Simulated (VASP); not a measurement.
Runs of VASP 6.6.1 on Mg. The structure is that of space group Fm-3m (No. 225), or close to it. The cells are those of the table. This isn't the form of Mg at room conditions, which is hcp.

```tsv
task	level	potentials or basis	spin	cell	k mesh	cutoff (eV)	smearing	dipole correction	mended	tolerance level	purpose	K density	gap on the mesh (eV)	pressure (GPa)	relaxed volume (Å³/atom)
single point	r2SCAN	VASP PAW PBE potentials, release 64 (Mg_sv)	collinear	a = 3.174 Å, angles 60.0°, 1 atom	10 × 10 × 10	750	methfessel-paxton 0.1 eV	no	yes	-	-	-	none	-0.3	-
single point	AM05	VASP PAW PBE potentials, release 64 (Mg)	off	a = 3.174 Å, angles 60.0°, 1 atom	31 × 31 × 31	450	tetrahedron 0.1 eV	-	-	standard	density of states	12 × 12 × 12	none	-	-
relaxation of cell and atoms	LDA	VASP PAW LDA potentials, release 64 (Mg)	off	relaxed from a = 3.195 Å, angles 60.0°, 1 atom	14 × 14 × 14	650	fermi-dirac 0.02 eV	-	-	standard	cell	-	none	0.0	21.65
single point	BLYP+D3(BJ)	VASP PAW PBE potentials, release 64 (Mg)	off	a = 3.174 Å, angles 60.0°, 1 atom	10 × 10 × 10	600	fermi-dirac 0.15 eV	no	-	-	-	-	none	(a)	-
relaxation of cell and atoms	PBE+D4	VASP PAW PBE potentials, release 64 (Mg)	off	relaxed from a = 3.174 Å, angles 60.0°, 1 atom	10 × 10 × 10	600	fermi-dirac 0.05 eV	no	-	-	-	-	none	0.0	22.68
```

Problem. Fill in the values left out.

Solution. (a) -2.9.

Caveats: the PAW data sets were made with another functional, which shifts forces and pressure a little (at least some runs); tetrahedron occupations give inexact forces and stress in metals (at least some runs).

A gap of «none» marks levels without a gap at the run's occupations.

The runs don't all hold the same shells in valence.
